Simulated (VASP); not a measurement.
Here is a VASP 6.6.1 calculation.

INCAR

```
SYSTEM = TiAl
ALGO = Fast ; EDIFF = 1E-7
ENCUT = 520 ; GGA = PS
ISIF = 2 ; ISMEAR = 0
LASPH = .TRUE. ; LCHARG = .FALSE.
LREAL = .FALSE. ; LWAVE = .FALSE.
NBANDS = 14 ; NELM = 60
PREC = Accurate ; SIGMA = 0.15
```

The input KPOINTS:

```
k-points
0
G
  24 24 14
  0 0 0
```

File POSCAR:

```
TiAl
1.0
    2.9617341361      0.0000000000      0.0000000000
   -1.4808670680      2.5649370011      0.0000000000
    0.0000000000      0.0000000000      4.4351469498
Ti Al
1 1
Direct
    0.0000000000      0.0000000000      0.0000000000
    0.3333333333      0.6666666667      0.5000000000
```

Potentials or basis: VASP PAW PBE potentials, release 64 (Ti_sv, Al).

Launch:

```bash
$ cat potpaw_PBE.64/Ti_sv/POTCAR potpaw_PBE.64/Al/POTCAR > POTCAR
$ mpirun -np 1 vasp_std > vasp.out
```

Predict the pressure.

-2.6 GPa.

Stress tensor (GPa, compression positive):
```
-5.48  0.00  0.00
 0.00 -5.48  0.00
 0.00  0.00  3.18
```

Caveat: the cell differs from its parent crystal (strain +0.040 along x and y, -0.040 along z); the PAW data sets were made with another functional, which shifts forces and pressure a little.
